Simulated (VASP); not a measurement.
Set up this calculation in VASP 6.6.1, as the native input.

```yaml
Task: single point
Functional: PBE
Potentials_or_basis: VASP PAW PBE potentials, release 64 (Si, Hf_pv)
Cutoff: 520 eV
k_mesh: 1 × 1 × 1, shifted
Occupations: fermi-dirac, width 0.0948 eV
Spin: no spin polarisation
Dipole_correction: no
Further_INCAR_settings: LREAL = Auto; ALGO = Normal; EDIFF = 1e-06; NBANDS = 71; ISYM = 0
```

The structure of HfSi3 lies in POSCAR:

```
HfSi3
1.0
    6.7792930000     -0.0738530000     -0.2467120000
   -0.0738530000      7.0813630000     -0.0543890000
   -0.2467120000     -0.0543890000      7.0472650000
Si Hf
15 5
Direct
    0.0463047033      0.0114465504      0.8734750988
    0.3724865640      0.3232926346      0.9287769749
    0.9470366010      0.7611937045      0.3161749783
    0.5740108198      0.0780520428      0.4242848154
    0.4454705801      0.6240614844      0.5754392687
    0.5773935908      0.3175196284      0.6792274028
    0.4183607857      0.9774881619      0.8855706760
    0.1371918639      0.4854982126      0.3554036412
    0.0752121262      0.7359000521      0.6317593566
    0.4463873031      0.7964474430      0.2900478532
    0.2841756016      0.0482267031      0.5722217815
    0.6065947353      0.6718966925      1.0144981052
    0.8941660374      0.4677172232      0.7451248340
    0.9269155108      0.3481850292      1.0927410300
    0.6871563959      0.8565436752      0.7054023487
    0.1930754260      0.6735879385      0.0110225455
    0.7333209444      1.0169724243      0.1166586172
    0.6329007136      0.4548769173      0.2918964310
    0.9258165843      0.1670831400      0.5404775535
    0.2476555627      0.1495048239      0.2090463488
```

The input as run:

INCAR

```
SYSTEM = HfSi3
PREC     = Accurate       ! precision mode
ENCUT    = 520            ! plane-wave cutoff, eV
EDIFF    = 1E-6           ! SCF threshold, eV
ISMEAR   = -1             ! smearing method
SIGMA    = 0.0948         ! smearing width, eV
LREAL    = Auto         
LASPH    = .TRUE.         ! aspherical terms in the spheres
NELM     = 60             ! most SCF steps
ALGO     = Normal         ! electronic algorithm
ISIF     = 2              ! what is computed and relaxed
LWAVE    = .FALSE.        ! write WAVECAR
LCHARG   = .FALSE.        ! write CHGCAR
GGA      = PE             ! functional
NBANDS   = 71             ! bands
ISYM     = 0
```

KPOINTS

```
Automatic mesh
0
Gamma
  1 1 1
  0.25 0.25 0.25
```

Potentials or basis: VASP PAW PBE potentials, release 64 (Si, Hf_pv).

Command:

```bash
$ cat potpaw_PBE.64/Si/POTCAR potpaw_PBE.64/Hf_pv/POTCAR > POTCAR
$ mpirun -np 1 vasp_std > vasp.out
```

Results of the run:

```json
{
 "Pressure": "3.8 GPa",
 "Largest force": "2.258 eV/Å",
 "Band gap on the k mesh": "0.25 eV"
}
```

Caveat: the k points lie up to 0.93 Å⁻¹ apart; spin-orbit coupling is left out, which moves the levels of the heavy elements.

It took 70 s on 1 thread of AMD EPYC 7R43 64-Core Processor (Zen 3), on a shared host, peak memory 0.31 GiB.
